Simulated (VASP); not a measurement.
AlN:

```xyz
4
Lattice="3.1137 0.0000 0.0000 -1.5568 2.6965 0.0000 0.0000 0.0000 4.9834" Properties=species:S:1:pos:R:3 pbc="T T T"
Al   -0.4500    1.7977   -0.2175
Al    1.5568    0.8988    2.4992
N     0.0000    1.7977    1.9111
N     1.5568    0.8988    4.4028
```

Base run:

```yaml
Program: VASP 6.6.1
Functional: RPBE
Potentials_or_basis: VASP PAW PBE potentials, release 64 (Al, N)
Cutoff: 600 eV
k_mesh: 12 × 12 × 6
Occupations: gaussian, width 0.05 eV
Spin: no spin polarisation
```

Its results: band gap on the k mesh 3.40 eV; pressure 29.4 GPa; largest force 17.683 eV/Å.

Q: The run is repeated on the same cell with these changes: functional from RPBE to PBEsol. What comes out?

A: Band gap on the k mesh 3.29 eV; pressure 22.9 GPa; largest force 17.578 eV/Å.

PBEsol binds more tightly than RPBE, so the same cell stands under less pressure.

Caveats: the PAW data sets were made with another functional, which shifts forces and pressure a little; the stress differs along the axes, from 5 to 47 GPa (at least some runs); the stress differs along the axes, from -1 to 40 GPa (at least some runs).

A k mesh can miss the band edges.
